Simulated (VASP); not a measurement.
Runs of VASP 6.6.1 on Co. The structure is that of space group P6_3/mmc (No. 194), or close to it. The cells are those of the table. 

```tsv
cell	k mesh	smearing	gap on the mesh (eV)	pressure (GPa)	moment (μB)
a = 2.494, b = 2.494, c = 8.088 Å, angles 90.0, 90.0, 120.0°, 4 atoms	21 × 21 × 6	gaussian 0.1 eV	none	-0.7	6.54
a = 2.541, b = 2.541, c = 7.996 Å, angles 90.0, 90.0, 120.0°, 4 atoms	24 × 24 × 8	gaussian 0.1 eV	none	(a)	6.56
a = 2.492, b = 2.492, c = 8.093 Å, angles 90.0, 90.0, 120.0°, 4 atoms	18 × 18 × 4	gaussian 0.15 eV	none	-0.7	6.49
a = 2.342, b = 2.342, c = 8.385 Å, angles 90.0, 90.0, 120.0°, 4 atoms	24 × 24 × 8	gaussian 0.1 eV	none	(c)	6.32
a = 2.492, b = 2.492, c = 8.093 Å, angles 90.0, 90.0, 120.0°, 4 atoms	24 × 24 × 6	gaussian 0.15 eV	none	(b)	6.52
```

Alike in all rows: task single point; level PBE; potentials or basis VASP PAW PBE potentials, release 64 (Co); spin collinear, ferromagnetic start; cutoff (eV) 520.

Estimate the missing entries.

(a) -5.8; (b) -0.5; (c) 25.5.

Caveats: the stress differs along the axes, from -9 to -0 GPa (at least some runs); the stress differs along the axes, from -1 to 39 GPa (at least some runs).

A gap of «none» marks levels without a gap at the run's occupations.
